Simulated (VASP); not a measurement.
# Sc (Fm-3m) in VASP: notebook, part 2 of 2

VASP 6.6.1. Earlier steps stand in the parts before.

### 4 Relaxation of cell and atoms, PBEsol, target pressure 30 GPa, at which the enthalpy is minimised

The input, INCAR:

```
ALGO = Normal ; EDIFF = 1E-7
EDIFFG = -0.01 ; ENCUT = 500
GGA = PS ; GGA_COMPAT = F
IBRION = 2 ; ISIF = 3
ISMEAR = 0 ; LASPH = T
LCHARG = F ; LREAL = F
LWAVE = F ; NELM = 120
NELMIN = 4 ; NSW = 60
PREC = Accurate ; PSTRESS = 300.0
SIGMA = 0.05
```

The input, KPOINTS:

```
k-points
0
Gamma
  9 9 9
```

The input, POSCAR:

```
Sc
1.0
    0.0000000000      2.3200000000      2.3200000000
    2.3200000000      0.0000000000      2.3200000000
    2.3200000000      2.3200000000      0.0000000000
Sc
1
Direct
    0.0000000000      0.0000000000      0.0000000000
```

Potentials or basis: VASP PAW PBE potentials, release 64 (Sc_sv).

Started as:

```console
$ cat potpaw_PBE.64/Sc_sv/POTCAR > POTCAR
$ mpirun -np 1 vasp_std > vasp.out
```

OUTCAR:

```text
EDIFF = 1E-7
   EDIFFG = -0.01
   ENCUT = 500
   GGA = PS
   IBRION = 2
   ISIF = 3
   ISMEAR = 0
   LASPH = T
   LREAL = F
   NELM = 120
   NELMIN = 4
   NSW = 60
   PREC = Accurate
   PSTRESS = 300.0

 ion  position               nearest neighbor table
   1  0.000  0.000  0.000-

  LATTYP: Found a face centered cubic cell.
 ALAT       =     4.6400000000

  Lattice vectors:

 A1 = (   0.0000000000,   2.3200000000,   2.3200000000)
 A2 = (   2.3200000000,   0.0000000000,   2.3200000000)
 A3 = (   2.3200000000,   2.3200000000,   0.0000000000)

Analysis of symmetry for initial positions (statically):
=====================================================================
 Subroutine PRICEL returns:
 Original cell was already a primitive cell.

 Routine SETGRP: Setting up the symmetry group for a
 face centered cubic supercell.

 Subroutine GETGRP returns: Found 48 space group operations
 (whereof 48 operations were pure point group operations)
 out of a pool of 48 trial point group operations.

The static configuration has the point symmetry O_h .

Analysis of symmetry for dynamics (positions and initial velocities):
=====================================================================
 Subroutine PRICEL returns:
 Original cell was already a primitive cell.

 Routine SETGRP: Setting up the symmetry group for a
 face centered cubic supercell.

 Subroutine GETGRP returns: Found 48 space group operations
 (whereof 48 operations were pure point group operations)
 out of a pool of 48 trial point group operations.

The dynamic configuration has the point symmetry O_h .

 Subroutine INISYM returns: Found 48 space group operations
 (whereof 48 operations are pure point group operations),
 and found     1 'primitive' translations

----------------------------------------------------------------------------------------

                                     Primitive cell

  volume of cell :      24.9743

  direct lattice vectors                    reciprocal lattice vectors
     0.000000000  2.320000000  2.320000000    -0.215517241  0.215517241  0.215517241
     2.320000000  0.000000000  2.320000000     0.215517241 -0.215517241  0.215517241
     2.320000000  2.320000000  0.000000000     0.215517241  0.215517241 -0.215517241

  length of vectors
     3.280975465  3.280975465  3.280975465     0.373286812  0.373286812  0.373286812

  position of ions in fractional coordinates (direct lattice)
     0.000000000  0.000000000  0.000000000

  ion indices of the primitive-cell ions
   primitive index   ion index
                 1           1

----------------------------------------------------------------------------------------

 KPOINTS: k-points

Automatic generation of k-mesh.
 Grid dimensions read from file:
 generate k-points for:    9    9    9

 Generating k-lattice:

  Cartesian coordinates                     Fractional coordinates (reciprocal lattice)
    -0.023946360  0.023946360  0.023946360     0.111111111  0.000000000  0.000000000
     0.023946360 -0.023946360  0.023946360     0.000000000  0.111111111  0.000000000
     0.023946360  0.023946360 -0.023946360     0.000000000  0.000000000  0.111111111

  Length of vectors
     0.041476312  0.041476312  0.041476312

  Shift w.r.t. Gamma in fractional coordinates (k-lattice)
     0.000000000  0.000000000  0.000000000

 Subroutine IBZKPT returns following result:
 ===========================================

 Found     35 irreducible k-points:

 Following reciprocal coordinates:
            Coordinates               Weight
  0.000000  0.000000  0.000000      1.000000
  0.111111  0.000000  0.000000      8.000000
  0.222222  0.000000  0.000000      8.000000
  0.333333  0.000000  0.000000      8.000000
  0.444444  0.000000  0.000000      8.000000
  0.111111  0.111111  0.000000      6.000000
[... 16 lines left out ...]
 -0.333333  0.333333  0.000000     12.000000
  0.444444  0.444444  0.000000      6.000000
 [... further k-points ...]
   k-points           NKPTS =     35   k-points in BZ     NKDIM =     35   number of bands    NBANDS=      9
   number of dos      NEDOS =    301   number of ions     NIONS =      1
   total plane-waves  NPLWV =  13824
   dimension x,y,z NGX =    24 NGY =   24 NGZ =   24
   dimension x,y,z NGXF=    48 NGYF=   48 NGZF=   48
   ions per type =               1
   NGX,Y,Z   is equivalent  to a cutoff of  12.16, 12.16, 12.16 a.u.
   NGXF,Y,Z  is equivalent  to a cutoff of  24.32, 24.32, 24.32 a.u.
 SYSTEM =  unknown system
   PREC   = accura    normal or accurate (medium, high low for compatibility)
   ISTART =      0    job   : 0-new  1-cont  2-samecut
   ICHARG =      2    charge: 1-file 2-atom 10-const
   ISPIN  =      1    spin polarized calculation?
   LNONCOLLINEAR =      F non collinear calculations
   LSORBIT =      F    spin-orbit coupling
   LASPH  =      T    aspherical Exc in radial PAW
   ENCUT  =  500.0 eV  36.75 Ry    6.06 a.u.   5.98  5.98  5.98*2*pi/ulx,y,z
   NELM   =    120;   NELMIN=  4; NELMDL= -5     # of ELM steps
   EDIFF  = 0.1E-06   stopping-criterion for ELM
   LREAL  =      F    real-space projection
   EDIFFG = -.1E-01   stopping-criterion for IOM
   NSW    =     60    number of steps for IOM
   IBRION =      2    ionic relax: 0-MD 1-quasi-New 2-CG
   NFREE  =      1    steps in history (QN), initial steepest desc. (CG)
   ISIF   =      3    stress and relaxation
   ISYM   =      2    0-nonsym 1-usesym 2-fastsym
   POTIM  = 0.5000    time-step for ionic-motion
   TEBEG  =    0.0;   TEEND  =   0.0 temperature during run
   PSTRESS=  300.0 pullay stress
   NELECT =      11.0000    total number of electrons
   NUPDOWN=      -1.0000    fix difference up-down
   EMIN   =  10.00;   EMAX   =-10.00  energy-range for DOS
   EFERMI =   0.00;   METHOD = LEGACY
   ISMEAR =     0;   SIGMA  =   0.05  broadening in eV -4-tet -1-fermi 0-gaus
   EFERMI_NEDOS =   21; number of points for ismear=-14 and -15
   IALGO  =     38    algorithm
   IMIX   =      4    mixing-type and parameters
     AMIX     =   0.40;   BMIX     =  1.00
     AMIX_MAG =   1.60;   BMIX_MAG =  1.00
  volume/ion in A,a.u.               =      24.97       168.54
  Fermi-wavevector in a.u.,A,eV,Ry     =   1.245588  2.353820 21.109295  1.551489
  Thomas-Fermi vector in A             =   2.379804
   LORBIT       =      0    0 simple, 1 ext, 2 COOP (PROOUT), +10 PAW based schemes
   GGA     = PS    functional components
   LHFCALC =     F    Hartree Fock is set to
   AEXX    =    0.0000 exact exchange contribution
   IVDW    =     0    specifies the selected vdW correction
   LEPSILON=     F    determine dielectric tensor
   LRPA    =     F    only Hartree local field effects (RPA)
 conjugate gradient relaxation of ions
 non-spin polarized calculation
 Gauss-broadening in eV      SIGMA  =   0.05
  energy-cutoff  :      500.00
  volume of cell :       24.97
 maximum number of plane-waves:       650
   NGX = 11   NGY = 11   NGZ = 11

--------------------------------------- Ionic step        1  -------------------------------------------

 number of electron      11.0000002 magnetization

 Free energy of the ion-electron system (eV)
  ---------------------------------------------------
  ext. energy  EPLUGINS =         0.00000000
  ---------------------------------------------------
  free energy    TOTEN  =        -6.55259891 eV

  energy without entropy =       -6.55062621  energy(sigma->0) =       -6.55161256

 E-fermi :   3.5874     XC(G=0):  -9.9343

 val. band max:        3.4867989052   @ k =   0.4444   0.3333   0.1111
 cond. band min:       3.5996510723   @ k =  -0.4444   0.1111   0.0000
 fundamental gap:      0.1128521672
 Fermi energy:         3.5873547408

 k-point     1 :       0.0000    0.0000    0.0000
  band No.  band energies     occupation
      1     -45.7011      2.00000
      2     -24.2106      2.00000
      3     -24.2106      2.00000
      4     -24.2106      2.00000
      5      -1.6146      2.00000
      6       5.1161      0.00000
      7       5.1161      0.00000
      8       5.1161      0.00000
      9       6.4732      0.00000
[... 786 lines left out ...]
  FREE ENERGIE OF THE ION-ELECTRON SYSTEM (eV)
  ---------------------------------------------------
  free  energy   TOTEN  =        -6.0859037601 eV

  energy  without entropy=       -6.0832416283  energy(sigma->0) =       -6.08457269

  enthalpy is  TOTEN    =        -2.8914895913 eV   P V=        3.1944141688

--------------------------------------- Ionic step        7  -------------------------------------------

 number of electron      11.0000002 magnetization

 Free energy of the ion-electron system (eV)
  ---------------------------------------------------
  ext. energy  EPLUGINS =         0.00000000
  ---------------------------------------------------
  free energy    TOTEN  =        -6.07187312 eV

  energy without entropy =       -6.06917244  energy(sigma->0) =       -6.07052278

 E-fermi :   6.1562     XC(G=0): -11.6301

 val. band max:        6.1407429408   @ k =  -0.4444   0.2222   0.1111
 cond. band min:       6.1731047818   @ k =  -0.3333   0.4444   0.2222
 fundamental gap:      0.0323618410
 Fermi energy:         6.1561520989

 k-point     1 :       0.0000    0.0000    0.0000
  band No.  band energies     occupation
      1     -42.3034      2.00000
      2     -20.3531      2.00000
      3     -20.3531      2.00000
      4     -20.3531      2.00000
      5       0.4883      2.00000
      6       8.1188      0.00000
      7       8.1188      0.00000
      8       8.1188      0.00000
      9      10.3468      0.00000
[... 298 lines left out ...]
 POSITION                                       TOTAL-FORCE (eV/Angst)
 -----------------------------------------------------------------------------------
      0.00000      0.00000      0.00000        -0.000000      0.000000     -0.000000
 -----------------------------------------------------------------------------------
    total drift:                               -0.000000     -0.000000      0.000000

  FREE ENERGIE OF THE ION-ELECTRON SYSTEM (eV)
  ---------------------------------------------------
  free  energy   TOTEN  =        -6.0718731160 eV

  energy  without entropy=       -6.0691724405  energy(sigma->0) =       -6.07052278

  enthalpy is  TOTEN    =        -2.8916329819 eV   P V=        3.1802401342

 reached required accuracy - stopping structural energy minimisation
```

OSZICAR:

```text
N       E                     dE             d eps       ncg     rms          rms(c)
DAV:   1     0.731464932218E+02    0.73146E+02   -0.52644E+03   630   0.116E+03
DAV:   2    -0.579827082147E+01   -0.78945E+02   -0.78389E+02   638   0.335E+02
DAV:   3    -0.732895554523E+01   -0.15307E+01   -0.14987E+01   997   0.586E+01
[... 63 lines left out ...]
DAV:   1    -0.607386971799E+01    0.12034E-01   -0.63679E-02   630   0.463E+00    0.377E-01
DAV:   2    -0.607204748108E+01    0.18222E-02   -0.48399E-03   871   0.120E+00    0.951E-02
DAV:   3    -0.607187275984E+01    0.17472E-03   -0.75000E-04   918   0.465E-01    0.510E-02
DAV:   4    -0.607187305503E+01   -0.29519E-06   -0.16271E-05   665   0.488E-02    0.232E-03
DAV:   5    -0.607187311605E+01   -0.61024E-07   -0.73083E-07   911   0.131E-02
   7 F= -.28916330E+01 E0= -.28902826E+01  d E =-.183128E-03
```

It took 18 s on 1 thread of Intel Xeon Platinum 8488C (Sapphire Rapids), shared host; peak memory 0.15 GiB.

Results:

* Free energy: -6.0719 eV
* Relaxed volume: 16.98 Å³/atom
* Relaxed cell: a = 2.885 Å, b = 2.885 Å, c = 2.885 Å, α = 60.00°, β = 60.00°, γ = 60.00°
* Space group after relaxing (to 0.1 Å): Fm-3m (No. 225)
* Energy change on relaxing (the run minimises the enthalpy): +480.7 meV/atom
* Ionic steps: 7
* Pressure after relaxing: 30.0 GPa
* Band gap on the k mesh: zero (an odd number of electrons rules out a gap without spin polarisation)

Step by step:
```csv
step,energy change (eV),largest force (eV/Å),pressure (GPa),volume (Å³)
1,0.0000,0.0000,-2.93,24.97
2,3.2649,0.0000,130.54,10.64
3,0.3492,0.0000,24.19,17.76
4,0.4708,0.0000,29.57,17.04
5,0.4969,0.0000,30.69,16.90
6,0.4667,0.0000,29.39,17.06
7,0.4807,0.0000,29.99,16.98
```

Final structure:
```yaml
crystal:
  lattice:
    - [0.00000, 2.04020, 2.04020]
    - [2.04020, 0.00000, 2.04020]
    - [2.04020, 2.04020, 0.00000]
  atoms:
    - { symbol: Sc, position: [0.00000, 0.00000, 0.00000] }
```

Caveat: the cell is relaxed towards a set pressure, so the run minimises the enthalpy, not the energy; the volume moved by over 15 % at a fixed basis, so the end points are rough; the PAW data sets were made with another functional, which shifts forces and pressure a little.

### 5 Relaxation of cell and atoms, PBEsol, target pressure 45 GPa, at which the enthalpy is minimised

The input, INCAR:

```
ALGO = Normal
EDIFF = 1E-7
EDIFFG = -0.01
ENCUT = 500
GGA = PS
GGA_COMPAT = F
IBRION = 2
ISIF = 3
ISMEAR = 0
LASPH = T
LCHARG = F
LREAL = F
LWAVE = F
NELM = 120
NELMIN = 4
NSW = 60
PREC = Accurate
PSTRESS = 450.0
SIGMA = 0.05
```

KPOINTS is that of step 4.

POSCAR is that of step 4.

Started as:

```console
$ cat potpaw_PBE.64/Sc_sv/POTCAR > POTCAR
$ mpirun -np 1 vasp_std > vasp.out
```

It took 15 s on 1 thread of Intel Xeon Platinum 8488C (Sapphire Rapids), shared host; peak memory 0.16 GiB.

The run converged. Its results:

```
Free energy                                                : -5.7036 eV
Relaxed volume                                             : 15.39 Å³/atom
Relaxed cell                                               : a = 2.792 Å, b = 2.792 Å, c = 2.792 Å, α = 60.00°, β = 60.00°, γ = 60.00°
Space group after relaxing (to 0.1 Å)                      : Fm-3m (No. 225)
Energy change on relaxing (the run minimises the enthalpy) : +849.0 meV/atom
Ionic steps                                                : 5
Pressure after relaxing                                    : 45.0 GPa
Band gap on the k mesh                                     : zero (an odd number of electrons rules out a gap without spin polarisation)
```

Step by step:
| step | energy change (eV) | largest force (eV/Å) | pressure (GPa) | volume (Å³) |
| --- | --- | --- | --- | --- |
| 1 | 0.0000 | 0.0000 | -2.93 | 24.97 |
| 2 | 9.6512 | 0.0000 | 495.28 | 6.53 |
| 3 | 0.5828 | 0.0000 | 34.30 | 16.47 |
| 4 | 0.7547 | 0.0000 | 41.26 | 15.74 |
| 5 | 0.8490 | 0.0000 | 44.99 | 15.39 |

Final structure:
```
CELL_PARAMETERS angstrom
0.00000 1.97443 1.97443
1.97443 0.00000 1.97443
1.97443 1.97443 0.00000
ATOMIC_POSITIONS crystal
Sc 0.00000 0.00000 0.00000
```

Levels at points of the mesh, in eV from the Fermi level:
| k point | band 1 | band 2 | band 3 | band 4 | band 5 | band 6 | band 7 | band 8 | band 9 |
| --- | --- | --- | --- | --- | --- | --- | --- | --- | --- |
| (0.00, 0.00, 0.00) | -48.38 | -26.18 | -26.18 | -26.18 | -5.64 | 2.02 | 2.02 | 2.02 | 4.53 |

Caveat: the cell is relaxed towards a set pressure, so the run minimises the enthalpy, not the energy; the volume moved by over 15 % at a fixed basis, so the end points are rough; the PAW data sets were made with another functional, which shifts forces and pressure a little.

### 6 The runs side by side

| cell | gap on the mesh (eV) | pressure (GPa) |
| --- | --- | --- |
| relaxed | none | 0.0 |
| relaxed to 15 GPa | none | 15.0 |
| relaxed to 30 GPa | none | 30.0 |
| relaxed to 45 GPa | none | 45.0 |

Alike in all rows: task relaxation of cell and atoms; level PBEsol; potentials or basis VASP PAW PBE potentials, release 64 (Sc_sv); no spin polarisation; k mesh 9 × 9 × 9; cutoff (eV) 500; smearing gaussian 0.05 eV.

Caveats: the PAW data sets were made with another functional, which shifts forces and pressure a little; the cell is relaxed towards a set pressure, so the run minimises the enthalpy, not the energy (at least some runs); the volume moved by over 15 % at a fixed basis, so the end points are rough (at least some runs).

Total energies depend on the potentials used, so only differences within one code and one set of settings carry meaning.
